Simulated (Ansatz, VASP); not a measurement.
## KCl in VASP and in Ansatz

```
CELL_PARAMETERS angstrom
0.00000 3.23762 3.12324
3.23762 0.00000 3.12324
3.23762 3.23762 0.00000
ATOMIC_POSITIONS crystal
K 0.00000 0.00000 0.00000
Cl 0.50000 0.50000 0.50000
```

Change from the starting cell: epitaxial_xy strain +3.0%.

Alike in both runs: task single point; functional PBE; k mesh 8 × 8 × 8; occupations fermi-dirac, width 0.02 eV; no spin polarisation.

|  | VASP | Ansatz |
| --- | --- | --- |
| version | VASP 6.6.1 | Ansatz 0.2.0 |
| potentials or method | VASP PAW PBE potentials, release 64 (K_sv, Cl) | plane waves, PAW |
| plane-wave cutoff (eV) | 520 | 420 |
| valence electrons in the cell | 16 | 16 |

```csv
,VASP,Ansatz,Ansatz less VASP
gap on the k mesh at the Fermi level (eV),5.00,5.01,+0.002
pressure (GPa),0.0,-0.1,-0.02
"traceless stress, the component that is largest in VASP (GPa)",0.76,0.74,-0.015
```
